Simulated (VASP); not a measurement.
Set up this calculation in VASP 6.6.1, as the native input.

- Task: single point
- Functional: r2SCAN
- Potentials or basis: VASP PAW PBE potentials, release 64 (Al, Cu)
- Cutoff: 520 eV
- k mesh: 12 × 12 × 12
- Occupations: gaussian, width 0.1 eV
- Spin: no spin polarisation
- Dipole correction: no
- Further INCAR settings: ALGO = Normal; EDIFF = 1e-06; NBANDS = 18

The system is Al3Cu.

```
Al Cu
1.0
     3.92763    0.00000    0.00000
     0.00000    3.92763    0.00000
     0.00000    0.00000    3.92763
Al Cu
3 1
Direct
  0.00000 0.50000 0.50000
  0.50000 0.00000 0.50000
  0.50000 0.50000 0.00000
  0.00000 0.00000 0.00000
```

These files were run (other wordings do the same):

POSCAR

```
Al3Cu
1.0
    3.9276293258      0.0000000000      0.0000000000
    0.0000000000      3.9276293258      0.0000000000
    0.0000000000      0.0000000000      3.9276293258
Al Cu
3 1
Direct
    0.0000000000      0.5000000000      0.5000000000
    0.5000000000      0.0000000000      0.5000000000
    0.5000000000      0.5000000000      0.0000000000
    0.0000000000      0.0000000000      0.0000000000
```

INCAR.step1

```
ALGO = Normal
EDIFF = 1E-4
ENCUT = 520
GGA = PE
ISMEAR = 0
LASPH = True
LCHARG = False
LREAL = False
LWAVE = True
NBANDS = 18
NELM = 100
PREC = Accurate
SIGMA = 0.1
```

INCAR.step2

```
ALGO = Normal
EDIFF = 1E-6
ENCUT = 520
ISIF = 2
ISMEAR = 0
ISTART = 1
LASPH = True
LCHARG = False
LMIXTAU = True
LREAL = False
LWAVE = False
METAGGA = R2SCAN
NBANDS = 18
NELM = 100
PREC = Accurate
SIGMA = 0.1
```

KPOINTS

```
k-points
0
Gamma
  12 12 12
```

Potentials or basis: VASP PAW PBE potentials, release 64 (Al, Cu).

Launch:

```sh
$ cat potpaw_PBE.64/Al/POTCAR potpaw_PBE.64/Cu/POTCAR > POTCAR
$ cp INCAR.step1 INCAR
$ mpirun -np 1 vasp_std > vasp.out
$ cp INCAR.step2 INCAR
$ mpirun -np 1 vasp_std > vasp.out
```

Results of the run:

| Property | Result |
| --- | --- |
| Pressure | -3.1 GPa |
| Band gap on the k mesh | zero (bands 10 and 11 overlap by 4.22 eV) |

Caveat: the cell stands under tension; the PAW data sets were made with another functional, which shifts forces and pressure a little.

Run time: 2.8 min on 1 thread of AMD EPYC 9R45 96-Core Processor (Zen 5) (shared host), peak memory 0.19 GiB.
